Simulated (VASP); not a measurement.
# Si4WC (F-43m) in VASP: a series of runs

Si4WC is run at these levels: PBE; tasks: single point, relaxation of cell and atoms.

Everything below comes from runs of VASP 6.6.1. Logs are shortened: lines on timing, memory, paths and dates and some standing lists are left out, and cuts for length are marked.

**1. The cell of the first run**

It takes space group F-43m (No. 216, cubic). The conventional cell has a = 6.798 Å, b = 6.798 Å, c = 6.798 Å, α = 90.00°, β = 90.00°, γ = 90.00°. Si (site symmetry 3m) has 6 Si at 2.40 Å and 3 W at 2.82 Å and 3 C at 2.82 Å within 3.2 Å. W (site symmetry -43m) has 12 Si at 2.82 Å and 4 C at 2.94 Å within 3.7 Å. Within 3.7 Å of C (site symmetry -43m) lie 12 Si at 2.82 Å and 4 W at 2.94 Å.

**2. Single point, PBE**

INCAR

```
SYSTEM = Si4WC
PREC = Accurate ; ENCUT = 520
EDIFF = 1E-7 ; ISMEAR = 0
SIGMA = 0.1 ; LREAL = .False.
LASPH = .True. ; NELM = 100
ALGO = Normal ; ISIF = 2
LWAVE = .False. ; LCHARG = .False.
GGA = PE ; NBANDS = 26
```

KPOINTS

```
Automatic mesh
0
Gamma
  6 6 6
  0 0 0
```

POSCAR

```
Si4WC
1.0
    0.0000000000      3.3987511869      3.3987511869
    3.3987511869      0.0000000000      3.3987511869
    3.3987511869      3.3987511869      0.0000000000
Si W C
4 1 1
Direct
    0.3750000000      0.8750000000      0.3750000000
    0.3750000000      0.3750000000      0.8750000000
    0.3750000000      0.3750000000      0.3750000000
    0.8750000000      0.3750000000      0.3750000000
    0.0000000000      0.0000000000      0.0000000000
    0.7500000000      0.7500000000      0.7500000000
```

Potentials or basis: VASP PAW PBE potentials, release 64 (Si, W_sv, C).

The run is started by

```console
> cat potpaw_PBE.64/Si/POTCAR potpaw_PBE.64/W_sv/POTCAR potpaw_PBE.64/C/POTCAR > POTCAR
> mpirun -np 1 vasp_std > vasp.out
```

OUTCAR:

```text
SYSTEM = Si4WC
   PREC = Accurate
   ENCUT = 520
   EDIFF = 1E-7
   ISMEAR = 0
   LREAL = .False.
   LASPH = .True.
   NELM = 100
   ISIF = 2
   GGA = PE

 ion  position               nearest neighbor table
   1  0.375  0.875  0.375-   3 2.40   2 2.40   2 2.40   3 2.40   4 2.40   4 2.40   5 2.82   5 2.82
                             5 2.82
   2  0.375  0.375  0.875-   3 2.40   1 2.40   3 2.40   4 2.40   1 2.40   4 2.40   5 2.82   5 2.82
                             5 2.82
   3  0.375  0.375  0.375-   1 2.40   2 2.40   4 2.40   2 2.40   1 2.40   4 2.40   5 2.82   5 2.82
                             5 2.82
   4  0.875  0.375  0.375-   3 2.40   2 2.40   1 2.40   1 2.40   2 2.40   3 2.40   5 2.82   5 2.82
                             5 2.82
   5  0.000  0.000  0.000-   2 2.82   3 2.82   4 2.82   1 2.82   1 2.82   4 2.82   2 2.82   3 2.82
                             4 2.82   1 2.82   2 2.82   3 2.82
   6  0.750  0.750  0.750-

  LATTYP: Found a face centered cubic cell.
 ALAT       =     6.7975023738

  Lattice vectors:

 A1 = (   0.0000000000,   3.3987511869,   3.3987511869)
 A2 = (   3.3987511869,   0.0000000000,   3.3987511869)
 A3 = (   3.3987511869,   3.3987511869,   0.0000000000)

Analysis of symmetry for initial positions (statically):
=====================================================================
 Subroutine PRICEL returns:
 Original cell was already a primitive cell.

 Routine SETGRP: Setting up the symmetry group for a
 face centered cubic supercell.

 Subroutine GETGRP returns: Found 24 space group operations
 (whereof 24 operations were pure point group operations)
 out of a pool of 48 trial point group operations.

The static configuration has the point symmetry T_d .

Analysis of symmetry for dynamics (positions and initial velocities):
=====================================================================
 Subroutine PRICEL returns:
 Original cell was already a primitive cell.

 Routine SETGRP: Setting up the symmetry group for a
 face centered cubic supercell.

 Subroutine GETGRP returns: Found 24 space group operations
 (whereof 24 operations were pure point group operations)
 out of a pool of 48 trial point group operations.

The dynamic configuration has the point symmetry T_d .

 Subroutine INISYM returns: Found 24 space group operations
 (whereof 24 operations are pure point group operations),
 and found     1 'primitive' translations

----------------------------------------------------------------------------------------

                                     Primitive cell

  volume of cell :      78.5214

  direct lattice vectors                    reciprocal lattice vectors
     0.000000000  3.398751187  3.398751187    -0.147112858  0.147112858  0.147112858
     3.398751187  0.000000000  3.398751187     0.147112858 -0.147112858  0.147112858
     3.398751187  3.398751187  0.000000000     0.147112858  0.147112858 -0.147112858

  length of vectors
     4.806560024  4.806560024  4.806560024     0.254806944  0.254806944  0.254806944

  position of ions in fractional coordinates (direct lattice)
     0.375000000  0.875000000  0.375000000
     0.375000000  0.375000000  0.875000000
     0.375000000  0.375000000  0.375000000
     0.875000000  0.375000000  0.375000000
     0.000000000  0.000000000  0.000000000
     0.750000000  0.750000000  0.750000000

  ion indices of the primitive-cell ions
   primitive index   ion index
                 1           1
                 2           2
                 3           3
                 4           4
                 5           5
                 6           6

----------------------------------------------------------------------------------------

 KPOINTS: Automatic mesh

Automatic generation of k-mesh.
 Grid dimensions read from file:
 generate k-points for:    6    6    6

 Generating k-lattice:

  Cartesian coordinates                     Fractional coordinates (reciprocal lattice)
    -0.024518810  0.024518810  0.024518810     0.166666667  0.000000000  0.000000000
     0.024518810 -0.024518810  0.024518810     0.000000000  0.166666667  0.000000000
     0.024518810  0.024518810 -0.024518810     0.000000000  0.000000000  0.166666667

  Length of vectors
     0.042467824  0.042467824  0.042467824

  Shift w.r.t. Gamma in fractional coordinates (k-lattice)
     0.000000000  0.000000000  0.000000000

 Subroutine IBZKPT returns following result:
 ===========================================

 Found     16 irreducible k-points:

 Following reciprocal coordinates:
            Coordinates               Weight
  0.000000  0.000000  0.000000      1.000000
  0.166667  0.000000  0.000000      8.000000
  0.333333  0.000000  0.000000      8.000000
  0.500000  0.000000  0.000000      4.000000
  0.166667  0.166667  0.000000      6.000000
  0.333333  0.166667  0.000000     24.000000
[... 8 lines left out ...]
 -0.333333  0.333333  0.166667     24.000000
 -0.333333  0.500000  0.166667     12.000000
   k-points           NKPTS =     16   k-points in BZ     NKDIM =     16   number of bands    NBANDS=     26
   number of dos      NEDOS =    301   number of ions     NIONS =      6
   total plane-waves  NPLWV =  46656
   dimension x,y,z NGX =    36 NGY =   36 NGZ =   36
   dimension x,y,z NGXF=    72 NGYF=   72 NGZF=   72
   ions per type =               4   1   1
   NGX,Y,Z   is equivalent  to a cutoff of  12.45, 12.45, 12.45 a.u.
   NGXF,Y,Z  is equivalent  to a cutoff of  24.90, 24.90, 24.90 a.u.
 SYSTEM =  Si4WC
   PREC   = accura    normal or accurate (medium, high low for compatibility)
   ISTART =      0    job   : 0-new  1-cont  2-samecut
   ICHARG =      2    charge: 1-file 2-atom 10-const
   ISPIN  =      1    spin polarized calculation?
   LNONCOLLINEAR =      F non collinear calculations
   LSORBIT =      F    spin-orbit coupling
   LASPH  =      T    aspherical Exc in radial PAW
   ENCUT  =  520.0 eV  38.22 Ry    6.18 a.u.   8.94  8.94  8.94*2*pi/ulx,y,z
   NELM   =    100;   NELMIN=  2; NELMDL= -5     # of ELM steps
   EDIFF  = 0.1E-06   stopping-criterion for ELM
   LREAL  =      F    real-space projection
   EDIFFG = 0.1E-05   stopping-criterion for IOM
   NSW    =      0    number of steps for IOM
   IBRION =     -1    ionic relax: 0-MD 1-quasi-New 2-CG
[... 14 lines left out ...]
     AMIX     =   0.40;   BMIX     =  1.00
     AMIX_MAG =   1.60;   BMIX_MAG =  1.00
  volume/ion in A,a.u.               =      13.09        88.31
  Fermi-wavevector in a.u.,A,eV,Ry     =   1.238526  2.340475 20.870608  1.533946
  Thomas-Fermi vector in A             =   2.373048
   LORBIT       =      0    0 simple, 1 ext, 2 COOP (PROOUT), +10 PAW based schemes
   GGA     = PE    functional components
   LHFCALC =     F    Hartree Fock is set to
   AEXX    =    0.0000 exact exchange contribution
   IVDW    =     0    specifies the selected vdW correction
   LEPSILON=     F    determine dielectric tensor
   LRPA    =     F    only Hartree local field effects (RPA)
 non-spin polarized calculation
 Gauss-broadening in eV      SIGMA  =   0.10
  energy-cutoff  :      520.00
  volume of cell :       78.52
 maximum number of plane-waves:      2126
   NGX = 17   NGY = 17   NGZ = 17

 number of electron      33.9999997 magnetization

 Free energy of the ion-electron system (eV)
  ---------------------------------------------------
  ext. energy  EPLUGINS =         0.00000000
  ---------------------------------------------------
  free energy    TOTEN  =       -36.56122205 eV

  energy without entropy =      -36.55205135  energy(sigma->0) =      -36.55663670

 E-fermi :  10.7615     XC(G=0): -11.8958

 val. band max:       10.7580600455   @ k =   0.3333   0.3333   0.0000
 cond. band min:      10.8033536713   @ k =  -0.3333   0.1667   0.0000
 fundamental gap:      0.0452936258
 Fermi energy:        10.7614886743

 k-point     1 :       0.0000    0.0000    0.0000
  band No.  band energies     occupation
      1     -64.1665      2.00000
      2     -28.3392      2.00000
      3     -28.3392      2.00000
      4     -28.3392      2.00000
      5      -4.5389      2.00000
      6       1.7225      2.00000
[... 18 lines left out ...]
     25      17.2184      0.00000
     26      17.2184      0.00000

 k-point     2 :       0.1667    0.0000    0.0000
  band No.  band energies     occupation
      1     -64.1665      2.00000
      2     -28.3402      2.00000
      3     -28.3394      2.00000
      4     -28.3394      2.00000
      5      -4.2874      2.00000
      6       0.9592      2.00000
[... 18 lines left out ...]
     25      15.9616      0.00000
     26      16.4179      0.00000

 k-point     3 :       0.3333    0.0000    0.0000
  band No.  band energies     occupation
      1     -64.1665      2.00000
      2     -28.3422      2.00000
      3     -28.3396      2.00000
      4     -28.3396      2.00000
      5      -3.5739      2.00000
      6      -0.5826      2.00000
[... 18 lines left out ...]
     25      14.7057      0.00000
     26      14.7057      0.00000

 k-point     4 :       0.5000    0.0000    0.0000
  band No.  band energies     occupation
      1     -64.1665      2.00000
      2     -28.3431      2.00000
      3     -28.3398      2.00000
      4     -28.3398      2.00000
      5      -2.8311      2.00000
      6      -1.6582      2.00000
[... 18 lines left out ...]
     25      14.6172      0.00000
     26      14.6172      0.00000

 k-point     5 :       0.1667    0.1667    0.0000
  band No.  band energies     occupation
      1     -64.1665      2.00000
      2     -28.3402      2.00000
      3     -28.3396      2.00000
      4     -28.3396      2.00000
      5      -4.2040      2.00000
      6       0.9571      2.00000
[... 18 lines left out ...]
     25      16.3434      0.00000
     26      16.6040      0.00000

 k-point     6 :       0.3333    0.1667    0.0000
  band No.  band energies     occupation
      1     -64.1665      2.00000
      2     -28.3416      2.00000
      3     -28.3399      2.00000
      4     -28.3399      2.00000
      5      -3.6427      2.00000
      6      -0.0492      2.00000
[... 195 lines left out ...]
 k-point    13 :       0.5000    0.5000    0.0000
  band No.  band energies     occupation
      1     -64.1665      2.00000
      2     -28.3429      2.00000
      3     -28.3407      2.00000
      4     -28.3407      2.00000
      5      -1.9251      2.00000
      6      -1.7448      2.00000
[... 18 lines left out ...]
     25      15.5413      0.00000
     26      15.5413      0.00000

 k-point    14 :       0.5000    0.3333    0.1667
  band No.  band energies     occupation
      1     -64.1665      2.00000
      2     -28.3422      2.00000
      3     -28.3408      2.00000
      4     -28.3401      2.00000
      5      -2.9744      2.00000
      6      -0.6182      2.00000
[... 18 lines left out ...]
     25      15.4111      0.00000
     26      15.4948      0.00000

 k-point    15 :      -0.3333    0.3333    0.1667
  band No.  band energies     occupation
      1     -64.1665      2.00000
      2     -28.3423      2.00000
      3     -28.3413      2.00000
      4     -28.3404      2.00000
      5      -2.2845      2.00000
      6      -1.3425      2.00000
[... 18 lines left out ...]
     25      14.8166      0.00000
     26      15.6036      0.00000

 k-point    16 :      -0.3333    0.5000    0.1667
  band No.  band energies     occupation
      1     -64.1665      2.00000
      2     -28.3424      2.00000
      3     -28.3412      2.00000
      4     -28.3407      2.00000
      5      -1.8219      2.00000
      6      -1.6255      2.00000
[... 18 lines left out ...]
     25      14.7943      0.00000
     26      15.7057      0.00000

------------------------ aborting loop because EDIFF is reached ----------------------------------------

  FORCE on cell =-STRESS in cart. coord.  units (eV):
  Direction    XX          YY          ZZ          XY          YZ          ZX
  --------------------------------------------------------------------------------------
  -------------------------------------------------------------------------------------
  Total       -0.2633553     -0.2633553     -0.2633553      0.0000000      0.0000000      0.0000000
  in kB       -5.3735900     -5.3735900     -5.3735900      0.0000000      0.0000000      0.0000000
  external PRESSURE =      -5.3735900 kB  Pullay stress =       0.0000000 kB

 VOLUME and BASIS-vectors are now :
 -----------------------------------------------------------------------------
  energy-cutoff  :      520.00
  volume of cell :       78.52
      direct lattice vectors                 reciprocal lattice vectors
     0.000000000  3.398751187  3.398751187    -0.147112858  0.147112858  0.147112858
     3.398751187  0.000000000  3.398751187     0.147112858 -0.147112858  0.147112858
     3.398751187  3.398751187  0.000000000     0.147112858  0.147112858 -0.147112858

 POSITION                                       TOTAL-FORCE (eV/Angst)
 -----------------------------------------------------------------------------------
      4.24844      2.54906      4.24844        -0.355511      0.355511     -0.355511
      4.24844      4.24844      2.54906        -0.355511     -0.355511      0.355511
      2.54906      2.54906      2.54906         0.355511      0.355511      0.355511
      2.54906      4.24844      4.24844         0.355511     -0.355511     -0.355511
      0.00000      0.00000      0.00000         0.000000     -0.000000     -0.000000
      5.09813      5.09813      5.09813         0.000000     -0.000000     -0.000000
 -----------------------------------------------------------------------------------
    total drift:                               -0.000000     -0.000000     -0.000000

  FREE ENERGIE OF THE ION-ELECTRON SYSTEM (eV)
  ---------------------------------------------------
  free  energy   TOTEN  =       -36.5612220532 eV

  energy  without entropy=      -36.5520513503  energy(sigma->0) =      -36.55663670
```

Run time: 60 s. Hardware: 1 thread of Intel Xeon 8259CL, shared host; peak memory 0.22 GiB.

Results:

- Free energy: -36.5612 eV
- Pressure: -0.5 GPa
- Band gap on the k mesh: zero (bands 17 and 18 overlap by 1.90 eV)

Caveat: spin-orbit coupling is left out, which moves the levels of the heavy elements.

**3. Single point, PBE**

This run uses another cell than the first one, of 13.04 Å³/atom.

INCAR

```
SYSTEM = Si4WC
PREC = Accurate
ENCUT = 520
EDIFF = 1E-6
ISMEAR = 0
SIGMA = 0.1
LREAL = .FALSE.
LASPH = .TRUE.
NELM = 60
ALGO = Normal
ISIF = 2
LWAVE = .FALSE.
LCHARG = .TRUE.
GGA = PE
LELF = .TRUE.
LVHAR = .TRUE.
NBANDS = 26
```

KPOINTS

```
regular mesh
0
G
  10 10 10
  0 0 0
```

POSCAR

```
Si4WC
1.0
    0.0000000000      3.3950027878      3.3950027878
    3.3950027878      0.0000000000      3.3950027878
    3.3950027878      3.3950027878      0.0000000000
Si W C
4 1 1
Direct
    0.3762721376      0.8711835872      0.3762721376
    0.3762721376      0.3762721376      0.8711835872
    0.3762721376      0.3762721376      0.3762721376
    0.8711835872      0.3762721376      0.3762721376
    0.0000000000      0.0000000000      0.0000000000
    0.7500000000      0.7500000000      0.7500000000
```

Potentials or basis: VASP PAW PBE potentials, release 64 (Si, W_sv, C).

The run is started by

```console
> cat potpaw_PBE.64/Si/POTCAR potpaw_PBE.64/W_sv/POTCAR potpaw_PBE.64/C/POTCAR > POTCAR
> mpirun -np 1 vasp_std > vasp.out
```

Wall time 2.2 min (1 thread of Intel Xeon 8259CL, shared host); peak memory 0.26 GiB.

Results (log left out):

* Free energy: -36.5582 eV
* Pressure: 0.0 GPa
* Band gap on the k mesh: zero (bands 17 and 18 overlap by 1.93 eV)

Forces in eV/Å, atoms in the order of the input:
```
Si   0.002 -0.002  0.002
Si   0.002  0.002 -0.002
Si  -0.002 -0.002 -0.002
Si  -0.002  0.002  0.002
W    0.000  0.000  0.000
C    0.000  0.000  0.000
```

Levels at points of the mesh, in eV from the Fermi level:
| k point | band 13 | band 14 | band 15 | band 16 | band 17 | band 18 | band 19 | band 20 | band 21 | band 22 |
| --- | --- | --- | --- | --- | --- | --- | --- | --- | --- | --- |
| (0.00, 0.00, 0.00) | -5.43 | -4.63 | -4.63 | -1.46 | -1.46 | -1.46 | 0.22 | 1.89 | 1.89 | 1.89 |
| (0.50, 0.00, 0.00) | -3.17 | -3.17 | -1.87 | -0.79 | 0.35 | 0.35 | 0.75 | 0.75 | 1.46 | 2.48 |
| (0.50, 0.50, 0.00) | -2.80 | -2.80 | -2.33 | -0.59 | 0.23 | 0.27 | 0.27 | 0.37 | 1.01 | 1.01 |

Caveat: spin-orbit coupling is left out, which moves the levels of the heavy elements.

**4. Relaxation of cell and atoms, PBE**

INCAR

```
PREC = Accurate
ENCUT = 600
EDIFF = 1E-6
ISMEAR = 0
SIGMA = 0.1
LREAL = False
LASPH = True
NELM = 100
ALGO = Normal
ISIF = 3
LWAVE = False
LCHARG = False
GGA = PE
IBRION = 2
NSW = 100
EDIFFG = -0.01
```

KPOINTS

```
regular mesh
0
Gamma
  10 10 10
```

POSCAR

```
Si4WC
1.0
    0.0000000000      3.3987511869      3.3987511869
    3.3987511869      0.0000000000      3.3987511869
    3.3987511869      3.3987511869      0.0000000000
Si W C
4 1 1
Direct
    0.3750000000      0.8750000000      0.3750000000
    0.3750000000      0.3750000000      0.8750000000
    0.3750000000      0.3750000000      0.3750000000
    0.8750000000      0.3750000000      0.3750000000
    0.0000000000      0.0000000000      0.0000000000
    0.7500000000      0.7500000000      0.7500000000
```

The run is started by

```console
> cat potpaw_PBE.64/Si/POTCAR potpaw_PBE.64/W_sv/POTCAR potpaw_PBE.64/C/POTCAR > POTCAR
> mpirun -np 1 vasp_std > vasp.out
```

Run time: 12 min. Hardware: 1 thread of Intel Xeon 8259CL, shared host; peak memory 0.31 GiB.

It converged, with:

```
Free energy                           : -36.5589 eV
Relaxed volume                        : 13.04 Å³/atom
Relaxed cell                          : a = 4.801 Å, b = 4.801 Å, c = 4.801 Å, α = 60.00°, β = 60.00°, γ = 60.00°
Space group after relaxing (to 0.1 Å) : F-43m (No. 216)
Energy gained by relaxing             : 3.1 meV/atom
Ionic steps                           : 9
Pressure after relaxing               : 0.0 GPa
Band gap on the k mesh                : zero (bands 17 and 18 overlap by 1.93 eV)
```

The path:
```tsv
step	energy change (eV)	largest force (eV/Å)	pressure (GPa)	volume (Å³)
1	0.0000	0.6065	-0.40	78.52
2	-0.0013	0.6030	0.26	78.15
3	-0.0185	0.0025	-0.16	78.33
4	-0.0185	0.0144	-0.17	78.33
5	-0.0185	0.0116	0.14	78.18
6	-0.0186	0.0131	0.01	78.25
7	-0.0186	0.0128	-0.02	78.25
8	-0.0186	0.0134	0.02	78.25
9	-0.0186	0.0096	0.00	78.25
```

Final structure:
```
Si W C
1.0
     0.00000    3.39482    3.39482
     3.39482    0.00000    3.39482
     3.39482    3.39482    0.00000
Si W C
4 1 1
Direct
  0.37625 0.87126 0.37625
  0.37625 0.37625 0.87126
  0.37625 0.37625 0.37625
  0.87126 0.37625 0.37625
  0.00000 0.00000 0.00000
  0.75000 0.75000 0.75000
```

Levels at points of the mesh, in eV from the Fermi level:
| k point | band 15 | band 16 | band 17 | band 18 | band 19 | band 20 |
| --- | --- | --- | --- | --- | --- | --- |
| (0.00, 0.00, 0.00) | -4.63 | -1.46 | -1.46 | -1.46 | 0.22 | 1.89 |
| (0.50, 0.00, 0.00) | -1.87 | -0.79 | 0.36 | 0.36 | 0.75 | 0.75 |
| (0.50, 0.50, 0.00) | -2.33 | -0.59 | 0.23 | 0.27 | 0.27 | 0.37 |

Caveat: spin-orbit coupling is left out, which moves the levels of the heavy elements.

**5. Summary**

```tsv
task	cell	k mesh	cutoff (eV)	gap on the mesh (eV)	pressure (GPa)
single point	a = 4.807 Å, angles 60.0°, 6 atoms, atomic positions A	6 × 6 × 6	520	none	-0.5
single point	a = 4.801 Å, angles 60.0°, 6 atoms, atomic positions B	10 × 10 × 10	520	none	0.0
relaxation of cell and atoms	relaxed from a = 4.807 Å, angles 60.0°, 6 atoms, atomic positions A	10 × 10 × 10	600	none	0.0
```

Alike in all rows: level PBE; potentials or basis VASP PAW PBE potentials, release 64 (Si, W_sv, C); no spin polarisation; smearing gaussian 0.1 eV.

Caveats: spin-orbit coupling is left out, which moves the levels of the heavy elements.

Total energies depend on the potentials used, so only differences within one code and one set of settings carry meaning.

The gap in the log of VASP goes by the Fermi energy; the results here count the filled bands.